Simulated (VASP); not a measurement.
# AlGa3N4 (P-43m) in VASP: notebook

Runs on AlGa3N4. Level: PBEsol. Tasks: single point, relaxation of cell and atoms, relaxation of the atoms.

Program: VASP 6.6.1. These are calculated values, not measurements. Logs are shortened: lines on timing, memory, paths and dates and some standing lists are left out, and cuts for length are marked.

**1. The cell of the first run**

Symmetry: P-43m, No. 215, cubic system. The conventional cell has a = 4.555 Å, b = 4.555 Å, c = 4.555 Å, α = 90.00°, β = 90.00°, γ = 90.00°. Within 2.6 Å of Al (site symmetry -43m) lie 4 N at 1.93 Å. Within 2.6 Å of Ga (site symmetry -42m) lie 4 N at 1.99 Å. Within 2.6 Å of N (site symmetry 3m) lie 1 Al at 1.93 Å and 3 Ga at 1.99 Å.

**2. Single point, PBEsol (11.82 Å³/atom)**

Contents of INCAR:

```
SYSTEM = AlGa3N4
PREC = Accurate
ENCUT = 520
EDIFF = 1E-6
ISMEAR = 0
SIGMA = 0.02
LREAL = .FALSE.
LASPH = .TRUE.
NELM = 100
ALGO = Normal
ISIF = 2
LWAVE = .FALSE.
LCHARG = .FALSE.
GGA = PS
NBANDS = 41
```

Contents of KPOINTS:

```
Automatic mesh
0
G
  6 6 6
  0 0 0
```

Contents of POSCAR:

```
AlGa3N4
1.0
    4.5552507073      0.0000000000      0.0000000000
    0.0000000000      4.5552507073      0.0000000000
    0.0000000000      0.0000000000      4.5552507073
Al Ga N
1 3 4
Direct
    0.0000000000      0.0000000000      0.0000000000
    0.5000000000      0.5000000000      0.0000000000
    0.5000000000      0.0000000000      0.5000000000
    0.0000000000      0.5000000000      0.5000000000
    0.7550309220      0.7550309220      0.2449690780
    0.7550309220      0.2449690780      0.7550309220
    0.2449690780      0.7550309220      0.7550309220
    0.2449690780      0.2449690780      0.2449690780
```

Potentials or basis: VASP PAW PBE potentials, release 64 (Al, Ga_d, N).

Command:

```sh
$ cat potpaw_PBE.64/Al/POTCAR potpaw_PBE.64/Ga_d/POTCAR potpaw_PBE.64/N/POTCAR > POTCAR
$ mpirun -np 1 vasp_std > vasp.out
```

OUTCAR:

```text
SYSTEM = AlGa3N4
   PREC = Accurate
   ENCUT = 520
   EDIFF = 1E-6
   ISMEAR = 0
   LREAL = .FALSE.
   LASPH = .TRUE.
   NELM = 100
   ISIF = 2
   GGA = PS

 ion  position               nearest neighbor table
   1  0.000  0.000  0.000-   5 1.93   6 1.93   7 1.93   8 1.93
   2  0.500  0.500  0.000-   5 1.99   6 1.99   7 1.99   8 1.99
   3  0.500  0.000  0.500-   5 1.99   6 1.99   7 1.99   8 1.99
   4  0.000  0.500  0.500-   5 1.99   6 1.99   7 1.99   8 1.99
   5  0.755  0.755  0.245-   1 1.93   2 1.99   3 1.99   4 1.99
   6  0.755  0.245  0.755-   1 1.93   2 1.99   3 1.99   4 1.99
   7  0.245  0.755  0.755-   1 1.93   2 1.99   3 1.99   4 1.99
   8  0.245  0.245  0.245-   1 1.93   2 1.99   3 1.99   4 1.99

  LATTYP: Found a simple cubic cell.
 ALAT       =     4.5552507073

  Lattice vectors:

 A1 = (   4.5552507073,   0.0000000000,   0.0000000000)
 A2 = (   0.0000000000,   4.5552507073,   0.0000000000)
 A3 = (   0.0000000000,   0.0000000000,   4.5552507073)

Analysis of symmetry for initial positions (statically):
=====================================================================
 Subroutine PRICEL returns:
 Original cell was already a primitive cell.

 Routine SETGRP: Setting up the symmetry group for a
 simple cubic supercell.

 Subroutine GETGRP returns: Found 24 space group operations
 (whereof 24 operations were pure point group operations)
 out of a pool of 48 trial point group operations.

The static configuration has the point symmetry T_d .

Analysis of symmetry for dynamics (positions and initial velocities):
=====================================================================
 Subroutine PRICEL returns:
 Original cell was already a primitive cell.

 Routine SETGRP: Setting up the symmetry group for a
 simple cubic supercell.

 Subroutine GETGRP returns: Found 24 space group operations
 (whereof 24 operations were pure point group operations)
 out of a pool of 48 trial point group operations.

The dynamic configuration has the point symmetry T_d .

 Subroutine INISYM returns: Found 24 space group operations
 (whereof 24 operations are pure point group operations),
 and found     1 'primitive' translations

----------------------------------------------------------------------------------------

                                     Primitive cell

  volume of cell :      94.5229

  direct lattice vectors                    reciprocal lattice vectors
     4.555250707  0.000000000  0.000000000     0.219526885  0.000000000  0.000000000
     0.000000000  4.555250707  0.000000000     0.000000000  0.219526885  0.000000000
     0.000000000  0.000000000  4.555250707     0.000000000  0.000000000  0.219526885

  length of vectors
     4.555250707  4.555250707  4.555250707     0.219526885  0.219526885  0.219526885

  position of ions in fractional coordinates (direct lattice)
     0.000000000  0.000000000  0.000000000
     0.500000000  0.500000000  0.000000000
     0.500000000  0.000000000  0.500000000
     0.000000000  0.500000000  0.500000000
     0.755030922  0.755030922  0.244969078
     0.755030922  0.244969078  0.755030922
     0.244969078  0.755030922  0.755030922
     0.244969078  0.244969078  0.244969078

  ion indices of the primitive-cell ions
   primitive index   ion index
                 1           1
                 2           2
                 3           3
                 4           4
                 5           5
                 6           6
                 7           7
                 8           8

----------------------------------------------------------------------------------------

 KPOINTS: Automatic mesh

Automatic generation of k-mesh.
 Grid dimensions read from file:
 generate k-points for:    6    6    6

 Generating k-lattice:

  Cartesian coordinates                     Fractional coordinates (reciprocal lattice)
     0.036587814  0.000000000  0.000000000     0.166666667  0.000000000  0.000000000
     0.000000000  0.036587814  0.000000000     0.000000000  0.166666667  0.000000000
     0.000000000  0.000000000  0.036587814     0.000000000  0.000000000  0.166666667

  Length of vectors
     0.036587814  0.036587814  0.036587814

  Shift w.r.t. Gamma in fractional coordinates (k-lattice)
     0.000000000  0.000000000  0.000000000

 Subroutine IBZKPT returns following result:
 ===========================================

 Found     20 irreducible k-points:

 Following reciprocal coordinates:
            Coordinates               Weight
  0.000000  0.000000  0.000000      1.000000
  0.166667  0.000000  0.000000      6.000000
  0.333333  0.000000  0.000000      6.000000
  0.500000  0.000000  0.000000      3.000000
  0.166667  0.166667  0.000000     12.000000
  0.333333  0.166667  0.000000     24.000000
[... 12 lines left out ...]
  0.500000  0.500000  0.333333      6.000000
  0.500000  0.500000  0.500000      1.000000
   k-points           NKPTS =     20   k-points in BZ     NKDIM =     20   number of bands    NBANDS=     41
   number of dos      NEDOS =    301   number of ions     NIONS =      8
   total plane-waves  NPLWV =  46656
   dimension x,y,z NGX =    36 NGY =   36 NGZ =   36
   dimension x,y,z NGXF=    72 NGYF=   72 NGZF=   72
   ions per type =               1   3   4
   NGX,Y,Z   is equivalent  to a cutoff of  13.14, 13.14, 13.14 a.u.
   NGXF,Y,Z  is equivalent  to a cutoff of  26.28, 26.28, 26.28 a.u.
 SYSTEM =  AlGa3N4
   PREC   = accura    normal or accurate (medium, high low for compatibility)
   ISTART =      0    job   : 0-new  1-cont  2-samecut
   ICHARG =      2    charge: 1-file 2-atom 10-const
   ISPIN  =      1    spin polarized calculation?
   LNONCOLLINEAR =      F non collinear calculations
   LSORBIT =      F    spin-orbit coupling
   LASPH  =      T    aspherical Exc in radial PAW
   ENCUT  =  520.0 eV  38.22 Ry    6.18 a.u.   8.47  8.47  8.47*2*pi/ulx,y,z
   NELM   =    100;   NELMIN=  2; NELMDL= -5     # of ELM steps
   EDIFF  = 0.1E-05   stopping-criterion for ELM
   LREAL  =      F    real-space projection
   EDIFFG = 0.1E-04   stopping-criterion for IOM
   NSW    =      0    number of steps for IOM
   IBRION =     -1    ionic relax: 0-MD 1-quasi-New 2-CG
   NFREE  =      0    steps in history (QN), initial steepest desc. (CG)
   ISIF   =      2    stress and relaxation
   ISYM   =      2    0-nonsym 1-usesym 2-fastsym
   POTIM  = 0.5000    time-step for ionic-motion
   TEBEG  =    0.0;   TEEND  =   0.0 temperature during run
   PSTRESS=    0.0 pullay stress
   NELECT =      62.0000    total number of electrons
   NUPDOWN=      -1.0000    fix difference up-down
   EMIN   =  10.00;   EMAX   =-10.00  energy-range for DOS
   EFERMI =   0.00;   METHOD = LEGACY
   ISMEAR =     0;   SIGMA  =   0.02  broadening in eV -4-tet -1-fermi 0-gaus
   EFERMI_NEDOS =   21; number of points for ismear=-14 and -15
   IALGO  =     38    algorithm
   IMIX   =      4    mixing-type and parameters
     AMIX     =   0.40;   BMIX     =  1.00
     AMIX_MAG =   1.60;   BMIX_MAG =  1.00
  volume/ion in A,a.u.               =      11.82        79.73
  Fermi-wavevector in a.u.,A,eV,Ry     =   1.422415  2.687975 27.528199  2.023266
  Thomas-Fermi vector in A             =   2.543122
   LORBIT       =      0    0 simple, 1 ext, 2 COOP (PROOUT), +10 PAW based schemes
   GGA     = PS    functional components
   LHFCALC =     F    Hartree Fock is set to
   AEXX    =    0.0000 exact exchange contribution
   IVDW    =     0    specifies the selected vdW correction
   LEPSILON=     F    determine dielectric tensor
   LRPA    =     F    only Hartree local field effects (RPA)
 non-spin polarized calculation
 Gauss-broadening in eV      SIGMA  =   0.02
  energy-cutoff  :      520.00
  volume of cell :       94.52
 maximum number of plane-waves:      2562
 NGX is ok and might be reduce to    36
   NGX = 17   NGY = 17   NGZ = 17

 number of electron      62.0000053 magnetization

 Free energy of the ion-electron system (eV)
  ---------------------------------------------------
  ext. energy  EPLUGINS =         0.00000000
  ---------------------------------------------------
  free energy    TOTEN  =       -54.79241670 eV

  energy without entropy =      -54.79241670  energy(sigma->0) =      -54.79241670

 E-fermi :   4.8578     XC(G=0): -11.4471

 val. band max:        4.7234824188   @ k =   0.0000   0.0000   0.0000
 cond. band min:       6.6317820073   @ k =   0.0000   0.0000   0.0000
 fundamental gap:      1.9082995886
 Fermi energy:         4.8577506095

 k-point     1 :       0.0000    0.0000    0.0000
  band No.  band energies     occupation
      1     -10.5180      2.00000
      2      -9.4694      2.00000
      3      -9.4694      2.00000
      4      -9.4694      2.00000
      5      -8.3785      2.00000
      6      -8.3671      2.00000
[... 33 lines left out ...]
     40      15.0739      0.00000
     41      15.0881      0.00000

 k-point     2 :       0.1667    0.0000    0.0000
  band No.  band energies     occupation
      1     -10.4170      2.00000
      2      -9.4935      2.00000
      3      -9.4703      2.00000
      4      -9.4703      2.00000
      5      -8.3753      2.00000
      6      -8.3646      2.00000
[... 33 lines left out ...]
     40      15.2764      0.00000
     41      15.2805      0.00000

 k-point     3 :       0.3333    0.0000    0.0000
  band No.  band energies     occupation
      1     -10.1522      2.00000
      2      -9.5874      2.00000
      3      -9.4722      2.00000
      4      -9.4722      2.00000
      5      -8.3522      2.00000
      6      -8.3522      2.00000
[... 699 lines left out ...]
      2      -9.5706      2.00000
      3      -9.5706      2.00000
      4      -9.5613      2.00000
      5      -8.3716      2.00000
      6      -8.3716      2.00000
[... 33 lines left out ...]
     40      14.6099      0.00000
     41      14.8746      0.00000

 k-point    20 :       0.5000    0.5000    0.5000
  band No.  band energies     occupation
      1      -9.7632      2.00000
      2      -9.5690      2.00000
      3      -9.5690      2.00000
      4      -9.5690      2.00000
      5      -8.3753      2.00000
      6      -8.3753      2.00000
[... 33 lines left out ...]
     40      14.3558      0.00000
     41      14.3560      0.00000

------------------------ aborting loop because EDIFF is reached ----------------------------------------

  FORCE on cell =-STRESS in cart. coord.  units (eV):
  Direction    XX          YY          ZZ          XY          YZ          ZX
  --------------------------------------------------------------------------------------
  -------------------------------------------------------------------------------------
  Total       -5.8804327     -5.8804327     -5.8804327     -0.0000000     -0.0000000      0.0000000
  in kB      -99.6742591    -99.6742591    -99.6742591     -0.0000000     -0.0000000      0.0000000
  external PRESSURE =     -99.6742591 kB  Pullay stress =       0.0000000 kB

 VOLUME and BASIS-vectors are now :
 -----------------------------------------------------------------------------
  energy-cutoff  :      520.00
  volume of cell :       94.52
      direct lattice vectors                 reciprocal lattice vectors
     4.555250707  0.000000000  0.000000000     0.219526885  0.000000000  0.000000000
     0.000000000  4.555250707  0.000000000     0.000000000  0.219526885  0.000000000
     0.000000000  0.000000000  4.555250707     0.000000000  0.000000000  0.219526885

 POSITION                                       TOTAL-FORCE (eV/Angst)
 -----------------------------------------------------------------------------------
      0.00000      0.00000      0.00000         0.000000     -0.000000     -0.000000
      2.27763      2.27763      0.00000         0.000000      0.000000     -0.000000
      2.27763      0.00000      2.27763         0.000000      0.000000     -0.000000
      0.00000      2.27763      2.27763         0.000000      0.000000     -0.000000
      3.43936      3.43936      1.11590        -0.003213     -0.003213      0.003213
      3.43936      1.11590      3.43936        -0.003213      0.003213     -0.003213
      1.11590      3.43936      3.43936         0.003213     -0.003213     -0.003213
      1.11590      1.11590      1.11590         0.003213      0.003213      0.003213
 -----------------------------------------------------------------------------------
    total drift:                               -0.000000     -0.000000     -0.000000

  FREE ENERGIE OF THE ION-ELECTRON SYSTEM (eV)
  ---------------------------------------------------
  free  energy   TOTEN  =       -54.7924166954 eV

  energy  without entropy=      -54.7924166954  energy(sigma->0) =      -54.79241670
```

Wall time 47 s (1 thread of Intel Xeon 6975P-C (Granite Rapids), shared host); peak memory 0.23 GiB.

What came out:

```yaml
Free_energy: -54.7924 eV
Pressure: -10.0 GPa
Largest_force: 0.006 eV/Å
Band_gap_on_the_k_mesh: 1.91 eV
```

Forces on the atoms (eV/Å):
```
Al   0.000  0.000  0.000
Ga   0.000  0.000  0.000
Ga   0.000  0.000  0.000
Ga   0.000  0.000  0.000
N   -0.003 -0.003  0.003
N   -0.003  0.003 -0.003
N    0.003 -0.003 -0.003
N    0.003  0.003  0.003
```

Caveat: the cell stands under tension; the PAW data sets were made with another functional, which shifts forces and pressure a little.

[end of part 1 of 3]
